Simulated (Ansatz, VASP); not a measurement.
W in VASP and in Ansatz

```
W
1.0
    -1.67670    1.63961    1.63961
     1.63961   -1.67670    1.63961
     1.63961    1.63961   -1.67670
W
1
Direct
  0.00000 0.00000 0.00000
```

Change from the starting cell: equal engineering shear yz, xz and xy -0.0233, equal normal strain along x, y and z +0.0300.

Alike in both runs: task single point; functional PBE; k mesh 20 × 20 × 20; occupations gaussian, width 0.15 eV; no spin polarisation.

|  | VASP | Ansatz |
| --- | --- | --- |
| version | VASP 6.6.1 | Ansatz 0.2.0 |
| potentials or method | VASP PAW PBE potentials, release 64 (W_sv), cutoff 520 eV | scalar-relativistic, plane waves, PAW |
| valence electrons in the cell | 14 | 14 |

```csv
,VASP,Ansatz,Ansatz less VASP
gap on the k mesh at the Fermi level (eV),none,none,-
pressure (GPa),-21.7,-22.0,-0.24
"traceless stress, the component that is largest in VASP (GPa)",2.62,2.59,-0.035
```

A gap of «none» marks a metal or a gap that the smearing closes.

Neither program's run includes spin-orbit coupling.
